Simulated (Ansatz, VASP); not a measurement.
# Sn: VASP beside Ansatz

INCAR

```
PREC = Accurate
ENCUT = 520
EDIFF = 1E-7
ISMEAR = 0
SIGMA = 0.15
LREAL = F
LASPH = T
NELM = 100
ALGO = Fast
ISIF = 2
LWAVE = F
LCHARG = F
GGA = PS
NBANDS = 21
```

The input KPOINTS:

```
Automatic mesh
0
Gamma
  10 10 10
```

POSCAR

```
Sn
1.0
    0.0000000000     -3.7447900444      0.0000000000
   -3.7447900444      0.0000000000      0.0000000000
    0.0000000000      0.0000000000     -3.7447900444
Sn
2
Direct
    0.5513766049      0.4633096745      0.3986219275
   -0.0513766049      0.0366903255      0.1013780725
```

Input for Ansatz:

```yaml
crystal:
  lattice:
    - [0.0, -3.7447900444, 0.0]
    - [-3.7447900444, 0.0, 0.0]
    - [0.0, 0.0, -3.7447900444]
  atoms:
    - { symbol: Sn, position: [0.5513766049, 0.4633096745, 0.3986219275] }
    - { symbol: Sn, position: [-0.0513766049, 0.0366903255, 0.1013780725] }
basis:
  ecutwfc: 420
kpoints:
  mp_grid: { grid: [10, 10, 10] }
hamiltonian:
  xc: pbesol
scf:
  occupations: { method: gaussian, width: 0.15 }
output:
  forces: true
  stress: true
  eigenvalues: true
```

Change from the starting cell: all atoms moved at random, sigma 0.25 Å a component.

Alike in both runs: task single point; functional PBEsol; k mesh 10 × 10 × 10; occupations gaussian, width 0.15 eV; no spin polarisation.

```csv
,VASP,Ansatz
version,VASP 6.6.1,Ansatz 0.2.0
potentials or method,"VASP PAW PBE potentials, release 64 (Sn_d), cutoff 520 eV","scalar-relativistic, plane waves, PAW"
valence electrons in the cell,28,28
```

Ansatz gave:

```
gap on the k mesh at the Fermi level (eV)                     : none
pressure (GPa)                                                : 13.2
traceless stress, the component that is largest in VASP (GPa) : -9.44
rms of the force components (eV/Å)                            : 2.641
```

Task: Which values does VASP return?

Result: gap on the k mesh at the Fermi level (eV): none; pressure (GPa): 13.2; traceless stress, the component that is largest in VASP (GPa): -9.47; rms of the force components (eV/Å): 2.647.

VASP's potentials were made for PBE, not for PBEsol. Atom by atom the forces differ by 0.006 eV/Å (rms over components). A gap of «none» marks a metal or a gap that the smearing closes. The functional is the same, so the differences come from potentials, cutoffs and numerics.
